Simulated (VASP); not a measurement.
# CuO (Cccm) in VASP: relaxation of cell and atoms with PBE

Aim: the relaxation of cell and atoms of CuO with PBE.

Program: VASP 6.6.1. These are calculated values, not measurements. Logs are shortened: lines on timing, memory, paths and dates and some standing lists are left out, and cuts for length are marked.

### Step 1. The cell of the first run

The structure is orthorhombic, space group Cccm (No. 66). The conventional cell has a = 3.982 Å, b = 4.307 Å, c = 5.156 Å, α = 90.00°, β = 90.00°, γ = 90.00°. Cu (site symmetry 2/m) has 4 O at 1.95 Å within 2.6 Å. Within 2.6 Å of O (site symmetry 222) lie 4 Cu at 1.95 Å and 2 O at 2.58 Å.

### Step 2. Relaxation of cell and atoms, PBE

File INCAR:

```
ALGO = Fast
EDIFF = 1E-6
EDIFFG = -0.01
ENCUT = 600
GGA = PE
IBRION = 2
ISIF = 3
ISMEAR = 0
LASPH = T
LCHARG = F
LREAL = F
LWAVE = F
NELM = 80
NSW = 80
PREC = Accurate
SIGMA = 0.1
```

File KPOINTS:

```
k-points
0
Gamma
  14 14 8
```

File POSCAR:

```
CuO
1.0
    1.9909680000     -2.1535500000      0.0000000000
    1.9909680000      2.1535500000      0.0000000000
    0.0000000000      0.0000000000      5.1559280000
Cu O
2 2
Direct
    0.0000000000      0.5000000000      0.0000000000
    0.5000000000      0.0000000000      0.5000000000
    0.5000000000      0.5000000000      0.2500000000
    0.5000000000      0.5000000000      0.7500000000
```

Potentials or basis: VASP PAW PBE potentials, release 64 (Cu, O).

Started as:

```
cat potpaw_PBE.64/Cu/POTCAR potpaw_PBE.64/O/POTCAR > POTCAR
mpirun -np 1 vasp_std > vasp.out
```

OUTCAR:

```text
EDIFF = 1E-6
   EDIFFG = -0.01
   ENCUT = 600
   GGA = PE
   IBRION = 2
   ISIF = 3
   ISMEAR = 0
   LASPH = T
   LREAL = F
   NELM = 80
   NSW = 80
   PREC = Accurate

 ion  position               nearest neighbor table
   1  0.000  0.500  0.000-   3 1.95   4 1.95   3 1.95   4 1.95
   2  0.500  0.000  0.500-   3 1.95   4 1.95   3 1.95   4 1.95
   3  0.500  0.500  0.250-   1 1.95   2 1.95   2 1.95   1 1.95
   4  0.500  0.500  0.750-   1 1.95   2 1.95   2 1.95   1 1.95

  LATTYP: Found a base centered orthorhombic cell.
 ALAT       =     3.9819360000
 B/A-ratio  =     1.0816597755
 C/A-ratio  =     1.2948294498

  Lattice vectors:

 A1 = (   1.9909680000,  -2.1535500000,   0.0000000000)
 A2 = (   1.9909680000,   2.1535500000,   0.0000000000)
 A3 = (   0.0000000000,   0.0000000000,   5.1559280000)

Analysis of symmetry for initial positions (statically):
=====================================================================
 Subroutine PRICEL returns:
 Original cell was already a primitive cell.

 Routine SETGRP: Setting up the symmetry group for a
 base centered orthorhombic supercell.

 Subroutine GETGRP returns: Found  8 space group operations
 (whereof  4 operations were pure point group operations)
 out of a pool of  8 trial point group operations.

The static configuration has the point symmetry C_2h.
 The point group associated with its full space group is D_2h.

Analysis of symmetry for dynamics (positions and initial velocities):
=====================================================================
 Subroutine PRICEL returns:
 Original cell was already a primitive cell.

 Routine SETGRP: Setting up the symmetry group for a
 base centered orthorhombic supercell.

 Subroutine GETGRP returns: Found  8 space group operations
 (whereof  4 operations were pure point group operations)
 out of a pool of  8 trial point group operations.

The dynamic configuration has the point symmetry C_2h.
 The point group associated with its full space group is D_2h.

 Subroutine INISYM returns: Found  8 space group operations
 (whereof  4 operations are pure point group operations),
 and found     1 'primitive' translations

----------------------------------------------------------------------------------------

                                     Primitive cell

  volume of cell :      44.2136

  direct lattice vectors                    reciprocal lattice vectors
     1.990968000 -2.153550000  0.000000000     0.251134122 -0.232174781  0.000000000
     1.990968000  2.153550000  0.000000000     0.251134122  0.232174781  0.000000000
     0.000000000  0.000000000  5.155928000     0.000000000  0.000000000  0.193951506

  length of vectors
     2.932870809  2.932870809  5.155928000     0.342013854  0.342013854  0.193951506

  position of ions in fractional coordinates (direct lattice)
     0.000000000  0.500000000  0.000000000
     0.500000000  0.000000000  0.500000000
     0.500000000  0.500000000  0.250000000
     0.500000000  0.500000000  0.750000000

  ion indices of the primitive-cell ions
   primitive index   ion index
                 1           1
                 2           2
                 3           3
                 4           4

----------------------------------------------------------------------------------------

 KPOINTS: k-points

Automatic generation of k-mesh.
 Grid dimensions read from file:
 generate k-points for:   14   14    8

 Generating k-lattice:

  Cartesian coordinates                     Fractional coordinates (reciprocal lattice)
     0.017938152 -0.016583913  0.000000000     0.071428571  0.000000000  0.000000000
     0.017938152  0.016583913  0.000000000     0.000000000  0.071428571  0.000000000
     0.000000000  0.000000000  0.024243938     0.000000000  0.000000000  0.125000000

  Length of vectors
     0.024429561  0.024429561  0.024243938

  Shift w.r.t. Gamma in fractional coordinates (k-lattice)
     0.000000000  0.000000000  0.000000000

 Subroutine IBZKPT returns following result:
 ===========================================

 Found    285 irreducible k-points:

 Following reciprocal coordinates:
            Coordinates               Weight
  0.000000  0.000000  0.000000      1.000000
  0.071429  0.000000  0.000000      4.000000
  0.142857  0.000000  0.000000      4.000000
  0.214286  0.000000  0.000000      4.000000
  0.285714  0.000000  0.000000      4.000000
  0.357143  0.000000  0.000000      4.000000
[... 16 lines left out ...]
  0.214286  0.142857  0.000000      4.000000
  0.285714  0.142857  0.000000      4.000000
 [... further k-points ...]
   k-points           NKPTS =    285   k-points in BZ     NKDIM =    285   number of bands    NBANDS=     21
   number of dos      NEDOS =    301   number of ions     NIONS =      4
   total plane-waves  NPLWV =  24192
   dimension x,y,z NGX =    24 NGY =   24 NGZ =   42
   dimension x,y,z NGXF=    48 NGYF=   48 NGZF=   84
   ions per type =               2   2
   NGX,Y,Z   is equivalent  to a cutoff of  13.60, 13.60, 13.54 a.u.
   NGXF,Y,Z  is equivalent  to a cutoff of  27.21, 27.21, 27.08 a.u.
 SYSTEM =  unknown system
   PREC   = accura    normal or accurate (medium, high low for compatibility)
   ISTART =      0    job   : 0-new  1-cont  2-samecut
   ICHARG =      2    charge: 1-file 2-atom 10-const
   ISPIN  =      1    spin polarized calculation?
   LNONCOLLINEAR =      F non collinear calculations
   LSORBIT =      F    spin-orbit coupling
   LASPH  =      T    aspherical Exc in radial PAW
   ENCUT  =  600.0 eV  44.10 Ry    6.64 a.u.   5.86  5.86 10.30*2*pi/ulx,y,z
   NELM   =     80;   NELMIN=  2; NELMDL= -5     # of ELM steps
   EDIFF  = 0.1E-05   stopping-criterion for ELM
   LREAL  =      F    real-space projection
   EDIFFG = -.1E-01   stopping-criterion for IOM
   NSW    =     80    number of steps for IOM
   IBRION =      2    ionic relax: 0-MD 1-quasi-New 2-CG
   NFREE  =      1    steps in history (QN), initial steepest desc. (CG)
   ISIF   =      3    stress and relaxation
   ISYM   =      2    0-nonsym 1-usesym 2-fastsym
   POTIM  = 0.5000    time-step for ionic-motion
   TEBEG  =    0.0;   TEEND  =   0.0 temperature during run
   PSTRESS=    0.0 pullay stress
   NELECT =      34.0000    total number of electrons
   NUPDOWN=      -1.0000    fix difference up-down
   EMIN   =  10.00;   EMAX   =-10.00  energy-range for DOS
   EFERMI =   0.00;   METHOD = LEGACY
   ISMEAR =     0;   SIGMA  =   0.10  broadening in eV -4-tet -1-fermi 0-gaus
   EFERMI_NEDOS =   21; number of points for ismear=-14 and -15
   IALGO  =     68    algorithm
   IMIX   =      4    mixing-type and parameters
     AMIX     =   0.40;   BMIX     =  1.00
     AMIX_MAG =   1.60;   BMIX_MAG =  1.00
  volume/ion in A,a.u.               =      11.05        74.59
  Fermi-wavevector in a.u.,A,eV,Ry     =   1.499854  2.834314 30.607167  2.249563
  Thomas-Fermi vector in A             =   2.611430
   LORBIT       =      0    0 simple, 1 ext, 2 COOP (PROOUT), +10 PAW based schemes
   GGA     = PE    functional components
   LHFCALC =     F    Hartree Fock is set to
   AEXX    =    0.0000 exact exchange contribution
   IVDW    =     0    specifies the selected vdW correction
   LEPSILON=     F    determine dielectric tensor
   LRPA    =     F    only Hartree local field effects (RPA)
 conjugate gradient relaxation of ions
 non-spin polarized calculation
 RMM-DIIS sequential band-by-band and
 Gauss-broadening in eV      SIGMA  =   0.10
  energy-cutoff  :      600.00
  volume of cell :       44.21
 maximum number of plane-waves:      1498
   NGX = 11   NGY = 11   NGZ = 21

--------------------------------------- Ionic step        1  -------------------------------------------

 number of electron      33.9999991 magnetization

 Free energy of the ion-electron system (eV)
  ---------------------------------------------------
  ext. energy  EPLUGINS =         0.00000000
  ---------------------------------------------------
  free energy    TOTEN  =       -19.72941262 eV

  energy without entropy =      -19.71635325  energy(sigma->0) =      -19.72288294

------------------------ aborting loop because EDIFF is reached ----------------------------------------

  FORCE on cell =-STRESS in cart. coord.  units (eV):
  Direction    XX          YY          ZZ          XY          YZ          ZX
  --------------------------------------------------------------------------------------
  -------------------------------------------------------------------------------------
  Total        0.6588928      0.4012483      0.5686771     -0.0000000      0.0000000      0.0000000
  in kB       23.8764240     14.5401120     20.6072594     -0.0000000      0.0000000      0.0000000
  external PRESSURE =      19.6745985 kB  Pullay stress =       0.0000000 kB
[... 95 lines left out ...]
  FREE ENERGIE OF THE ION-ELECTRON SYSTEM (eV)
  ---------------------------------------------------
  free  energy   TOTEN  =       -19.7331948323 eV

  energy  without entropy=      -19.7200916264  energy(sigma->0) =      -19.72664323

[... ionic steps 4 to 17 ...]

--------------------------------------- Ionic step       18  -------------------------------------------

 number of electron      34.0000007 magnetization

------------------------ aborting loop because EDIFF is reached ----------------------------------------

  FORCE on cell =-STRESS in cart. coord.  units (eV):
  Direction    XX          YY          ZZ          XY          YZ          ZX
  --------------------------------------------------------------------------------------
  -------------------------------------------------------------------------------------
  Total        0.1085532      0.0832369      0.1420460      0.0000000      0.0000000      0.0000000
  in kB        3.8736238      2.9702372      5.0687867      0.0000000      0.0000000      0.0000000
  external PRESSURE =       3.9708826 kB  Pullay stress =       0.0000000 kB
[... 61 lines left out ...]
  energy  without entropy=      -19.7268750676  energy(sigma->0) =      -19.73332157

--------------------------------------- Ionic step       20  -------------------------------------------

 number of electron      34.0000010 magnetization

 Free energy of the ion-electron system (eV)
  ---------------------------------------------------
  ext. energy  EPLUGINS =         0.00000000
  ---------------------------------------------------
  free energy    TOTEN  =       -19.73980659 eV

  energy without entropy =      -19.72689640  energy(sigma->0) =      -19.73335150

 E-fermi :   4.7244     XC(G=0): -11.2356

 val. band max:        4.7229213079   @ k =   0.4286   0.4286   0.3750
 cond. band min:       4.7251340569   @ k =   0.3571   0.0000   0.1250
 fundamental gap:      0.0022127490
 Fermi energy:         4.7243786483

 k-point     1 :       0.0000    0.0000    0.0000
  band No.  band energies     occupation
      1     -14.9629      2.00000
      2     -13.6811      2.00000
      3      -3.2465      2.00000
      4      -0.6196      2.00000
      5      -0.6189      2.00000
      6       1.0602      2.00000
[... 550 lines left out ...]
      5      -0.7397      2.00000
      6      -0.4994      2.00000
[... 13 lines left out ...]
     20      10.2246      0.00000
     21      13.5534      0.00000

 [... further k-points ...]

------------------------ aborting loop because EDIFF is reached ----------------------------------------

  FORCE on cell =-STRESS in cart. coord.  units (eV):
  Direction    XX          YY          ZZ          XY          YZ          ZX
  --------------------------------------------------------------------------------------
  -------------------------------------------------------------------------------------
  Total        0.0156266     -0.0020386      0.0326202      0.0000000      0.0000000      0.0000000
  in kB        0.5568104     -0.0726412      1.1623295      0.0000000      0.0000000      0.0000000
  external PRESSURE =       0.5488329 kB  Pullay stress =       0.0000000 kB
[... 19 lines left out ...]
  FREE ENERGIE OF THE ION-ELECTRON SYSTEM (eV)
  ---------------------------------------------------
  free  energy   TOTEN  =       -19.7398065883 eV

  energy  without entropy=      -19.7268964032  energy(sigma->0) =      -19.73335150

 reached required accuracy - stopping structural energy minimisation
```

It took 59 min on 1 thread of Oxide Virtual Turin-like, shared host; peak memory 0.37 GiB.

What came out:

* Free energy: -19.7398 eV
* Relaxed volume: 11.24 Å³/atom
* Relaxed cell: a = 2.952 Å, b = 2.952 Å, c = 5.160 Å, α = 90.00°, β = 90.00°, γ = 90.01°
* Space group after relaxing (to 0.1 Å): P4_2/mmc (No. 131)
* Energy gained by relaxing: 2.6 meV/atom
* Ionic steps: 20
* Pressure after relaxing: 0.1 GPa
* Band gap on the k mesh: zero (bands 17 and 18 overlap by 1.18 eV)

The path:
| step | energy change (eV) | largest force (eV/Å) | pressure (GPa) | volume (Å³) |
| --- | --- | --- | --- | --- |
| 1 | 0.0000 | 0.0000 | 1.97 | 44.21 |
| 2 | -0.0030 | 0.0000 | -0.95 | 45.09 |
| 3 | -0.0038 | 0.0000 | -0.09 | 44.81 |
| 4 | -0.0046 | 0.0000 | -0.18 | 44.85 |
| 5 | -0.0057 | 0.0000 | -0.27 | 44.92 |
| 6 | -0.0063 | 0.0000 | 0.01 | 45.05 |
| 7 | -0.0069 | 0.0000 | -0.29 | 45.09 |
| 8 | -0.0082 | 0.0000 | -0.40 | 45.20 |
| 9 | -0.0084 | 0.0000 | -0.92 | 45.42 |
| 10 | -0.0087 | 0.0000 | -0.87 | 45.34 |
| 11 | -0.0096 | 0.0000 | -0.25 | 45.19 |
| 12 | -0.0098 | 0.0000 | -0.60 | 45.17 |
| 13 | -0.0100 | 0.0000 | -0.19 | 45.11 |
| 14 | -0.0102 | 0.0000 | 0.20 | 45.01 |
| 15 | -0.0102 | 0.0000 | -0.01 | 45.03 |
| 16 | -0.0102 | 0.0000 | -0.22 | 45.02 |
| 17 | -0.0103 | 0.0000 | -0.14 | 44.99 |
| 18 | -0.0104 | 0.0000 | 0.40 | 44.90 |
| 19 | -0.0104 | 0.0000 | 0.31 | 44.93 |
| 20 | -0.0104 | 0.0000 | 0.05 | 44.96 |

Final structure:
```xyz
4
Lattice="2.0872 -2.0877 0.0000 2.0872 2.0877 0.0000 0.0000 0.0000 5.1595" Properties=species:S:1:pos:R:3 pbc="T T T"
Cu    1.0436    1.0438    0.0000
Cu    1.0436   -1.0438    2.5798
O     2.0872    0.0000    1.2899
O     2.0872    0.0000    3.8696
```

Levels at points of the mesh, in eV from the Fermi level:
```tsv
k point	band 15	band 16	band 17	band 18	band 19	band 20
(0.00, 0.00, 0.00)	-2.27	-1.89	0.65	0.65	1.37	6.08
(0.50, 0.00, 0.00)	-1.57	-1.49	0.20	0.45	3.75	5.80
(0.50, 0.50, 0.00)	-1.62	-1.20	-1.20	1.09	2.18	7.19
(0.00, 0.00, 0.50)	-1.54	-1.54	0.10	0.10	3.43	3.43
(0.50, 0.00, 0.50)	-2.01	-1.82	-0.19	0.66	4.33	5.82
(0.50, 0.50, 0.50)	-1.42	-1.42	-0.53	-0.53	4.02	4.02
```

Caveat: semilocal functionals often make such compounds metallic where correlation or magnetic order opens a gap, which also shifts bond lengths. With open d or f shells a metallic result of PBE can be an artefact of self-interaction; +U or a hybrid may open a gap.
